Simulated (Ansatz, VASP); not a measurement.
**Two plane-wave programs on In3Se**

File INCAR:

```
SYSTEM = In3Se
ALGO     = Normal         ! electronic algorithm
EDIFF    = 1E-6           ! SCF threshold, eV
ENCUT    = 520            ! plane-wave cutoff, eV
GGA      = PE             ! functional
ISIF     = 2              ! what is computed and relaxed
ISMEAR   = 0              ! smearing method
LASPH    = .True.         ! aspherical terms in the spheres
LCHARG   = .False.        ! write CHGCAR
LREAL    = .False.        ! projectors in reciprocal space
LWAVE    = .False.        ! write WAVECAR
NBANDS   = 30             ! bands
NELM     = 60             ! most SCF steps
PREC     = Accurate       ! precision mode
SIGMA    = 0.1            ! smearing width, eV
```

Contents of KPOINTS:

```
k-points
0
Gamma
  6 6 6
  0 0 0
```

POSCAR

```
In3Se
1.0
    4.8037580000      0.0000000000      0.0000000000
    0.0000000000      4.8037580000      0.0000000000
    0.0000000000      0.0000000000      4.8037580000
In Se
3 1
Direct
    0.0000000000      0.5000000000      0.5000000000
    0.5000000000      0.0000000000      0.5000000000
    0.5000000000      0.5000000000      0.0000000000
    0.0000000000      0.0000000000      0.0000000000
```

Input for Ansatz:

```yaml
crystal:
  lattice:
    - [4.803758, 0.0, 0.0]
    - [0.0, 4.803758, 0.0]
    - [0.0, 0.0, 4.803758]
  atoms:
    - { symbol: In, position: [0.0, 0.5, 0.5] }
    - { symbol: In, position: [0.5, 0.0, 0.5] }
    - { symbol: In, position: [0.5, 0.5, 0.0] }
    - { symbol: Se, position: [0.0, 0.0, 0.0] }
basis:
  ecutwfc: 420
kpoints:
  mp_grid: { grid: [6, 6, 6] }
hamiltonian:
  xc: pbe
scf:
  occupations: { method: gaussian, width: 0.1 }
output:
  forces: true
  stress: true
  eigenvalues: true
```

Alike in both runs: task single point; functional PBE; k mesh 6 × 6 × 6; occupations gaussian, width 0.1 eV; no spin polarisation.

|  | VASP | Ansatz |
| --- | --- | --- |
| version | VASP 6.6.1 | Ansatz 0.2.0 |
| potentials or method | VASP PAW PBE potentials, release 64 (In_d, Se), cutoff 520 eV | scalar-relativistic, plane waves, PAW |
| valence electrons in the cell | 45 | 55 |

|  | VASP | Ansatz | Ansatz less VASP |
| --- | --- | --- | --- |
| gap on the k mesh at the Fermi level (eV) | none | none | - |
| pressure (GPa) | -0.3 | -0.3 | +0.03 |

A gap of «none» marks a metal or a gap that the smearing closes. VASP's potentials hold 45 valence electrons a cell and Ansatz's 55, so a difference there can come from the potentials and not from the codes.
